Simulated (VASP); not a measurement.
Input of a VASP 6.6.1 run:

File INCAR:

```
ALGO = Normal
EDIFF = 1E-6
ENCUT = 600
GGA = PE
GGA_COMPAT = False
ISIF = 2
ISMEAR = 0
LASPH = True
LCHARG = True
LELF = True
LMAXMIX = 6
LREAL = False
LVHAR = True
LWAVE = False
NBANDS = 16
NELM = 200
PREC = Accurate
SIGMA = 0.2
```

File KPOINTS:

```
k-points
0
Gamma
  5 5 5
```

POSCAR

```
DyMgF
1.0
    4.0800887974      0.0000000000      0.0000000000
    0.0000000000      4.0800887974      0.0000000000
    0.0000000000      0.0000000000      4.3442289019
Dy Mg F
1 1 1
Direct
    0.0000000000      0.0000000000      0.5000000000
    0.5000000000      0.5000000000      0.0000000000
    0.0000000000      0.0000000000      0.0000000000
```

Potentials or basis: VASP PAW PBE potentials, release 64 (Dy_3, Mg, F), 4f in core.

Launch:

```sh
$ cat potpaw_PBE.64/Dy_3/POTCAR potpaw_PBE.64/Mg/POTCAR potpaw_PBE.64/F/POTCAR > POTCAR
$ mpirun -np 1 vasp_std > vasp.out
```

Question: Estimate the pressure.

Answer: 0.5 GPa.

Question: Predict the band gap on the k mesh.

Answer: Zero (bands 9 and 10 overlap by 0.44 eV).

Stress tensor (GPa, compression positive):
```
-0.04  0.00  0.00
 0.00 -0.04  0.00
 0.00  0.00  1.69
```

Caveat: spin-orbit coupling is left out, which moves the levels of the heavy elements; the 4f electrons are frozen in the core, so they carry no moment and show no levels; the run has no spin polarisation, though such a crystal can be magnetic. Spin polarisation is off, so any magnetic state and its effect on volume and gap are missing.
